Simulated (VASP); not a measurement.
Runs of VASP 6.6.1 on Cd3Si. The structure is that of space group P6/mmm (No. 191), or close to it. The cells are those of the table. 

| task | cell | k mesh | gap on the mesh (eV) | pressure (GPa) | relaxed volume (Å³/atom) |
| --- | --- | --- | --- | --- | --- |
| single point | a = 5.074, b = 5.074, c = 5.167 Å, angles 90.0, 90.0, 120.0°, 4 atoms | 12 × 12 × 10 | none | (b) | - |
| single point | a = 4.989, b = 4.989, c = 5.266 Å, angles 90.0, 90.0, 120.0°, 4 atoms | 6 × 6 × 4 | none | 0.3 | - |
| single point | a = 4.626, b = 4.626, c = 4.883 Å, angles 90.0, 90.0, 120.0°, 4 atoms | 6 × 6 × 4 | none | (a) | - |
| relaxation of cell and atoms | relaxed from a = 4.626, b = 4.626, c = 4.883 Å, angles 90.0, 90.0, 120.0°, 4 atoms | 6 × 6 × 4 | none | 0.0 | 28.42 |
| relaxation of cell and atoms | relaxed from a = 4.989, b = 4.989, c = 5.266 Å, angles 90.0, 90.0, 120.0°, 4 atoms | 12 × 12 × 10 | none | 0.0 | 28.99 |

Alike in all rows: level PBE; potentials or basis VASP PAW PBE potentials, release 64 (Cd, Si); no spin polarisation; cutoff (eV) 500; smearing gaussian 0.1 eV.

**Question.** Estimate the missing entries.

**Answer.** (a) 14.9; (b) 0.2.

Caveats: the volume moved by over 15 % at a fixed basis, so the end points are rough (some runs).

A k mesh can miss the band edges, and the runs leave out spin-orbit coupling on Cd.

A gap of «none» marks levels without a gap at the run's occupations.
